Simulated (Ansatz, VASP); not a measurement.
**Sc2Ta: VASP beside Ansatz**

INCAR

```
SYSTEM = Sc2Ta
PREC = Accurate
ENCUT = 520
EDIFF = 1E-6
ISMEAR = 0
SIGMA = 0.1
LREAL = .FALSE.
LASPH = .TRUE.
NELM = 80
ALGO = Normal
ISIF = 2
LWAVE = .FALSE.
LCHARG = .FALSE.
GGA = PE
NBANDS = 42
```

File KPOINTS:

```
regular mesh
0
G
  4 4 4
  0 0 0
```

The input POSCAR:

```
Sc2Ta
1.0
   -3.3211013200      3.3211013200      2.5937758500
    3.3211013200     -3.3211013200      2.5937758500
    3.3211013200      3.3211013200     -2.5937758500
Sc Ta
4 2
Direct
    0.1590092200      0.6590092200      0.8180184400
    0.6590092200      0.8409907800      0.5000000000
    0.3409907800      0.1590092200      0.5000000000
    0.8409907800      0.3409907800      0.1819815600
    0.7500000000      0.7500000000      0.0000000000
    0.2500000000      0.2500000000      0.0000000000
```

Input for Ansatz:

```yaml
crystal:
  lattice:
    - [-3.32110132, 3.32110132, 2.59377585]
    - [3.32110132, -3.32110132, 2.59377585]
    - [3.32110132, 3.32110132, -2.59377585]
  atoms:
    - { symbol: Sc, position: [0.15900922, 0.65900922, 0.81801844] }
    - { symbol: Sc, position: [0.65900922, 0.84099078, 0.5] }
    - { symbol: Sc, position: [0.34099078, 0.15900922, 0.5] }
    - { symbol: Sc, position: [0.84099078, 0.34099078, 0.18198156] }
    - { symbol: Ta, position: [0.75, 0.75, 0.0] }
    - { symbol: Ta, position: [0.25, 0.25, 0.0] }
basis:
  ecutwfc: 420
kpoints:
  mp_grid: { grid: [4, 4, 4] }
hamiltonian:
  xc: pbe
scf:
  occupations: { method: gaussian, width: 0.1 }
  lower_state_search: "off"
output:
  forces: true
  stress: true
  eigenvalues: true
```

Change from the starting cell: species swapped into the Ta2Ni type (I4/mcm, No. 140).

Alike in both runs: task single point; functional PBE; k mesh 4 × 4 × 4; occupations gaussian, width 0.1 eV; no spin polarisation.

|  | VASP | Ansatz |
| --- | --- | --- |
| version | VASP 6.6.1 | Ansatz 0.2.0 |
| potentials or method | VASP PAW PBE potentials, release 64 (Sc_sv, Ta_pv), cutoff 520 eV | scalar-relativistic, plane waves, PAW |
| valence electrons in the cell | 66 | 70 |

```csv
,VASP,Ansatz,Ansatz less VASP
gap on the k mesh at the Fermi level (eV),none,none,-
pressure (GPa),20.5,20.2,-0.23
"traceless stress, the component that is largest in VASP (GPa)",7.14,7.11,-0.032
rms of the force components (eV/Å),0.073,0.068,-0.0047
```

Atom by atom the forces differ by 0.005 eV/Å (rms over components). A gap of «none» marks a metal or a gap that the smearing closes. The functional is the same, so the differences come from potentials, cutoffs and numerics. VASP's potentials hold 66 valence electrons a cell and Ansatz's 70, so a difference there can come from the potentials and not from the codes.

The k mesh is coarse, so the values compare programs but aren't converged. Neither program's run includes spin-orbit coupling.
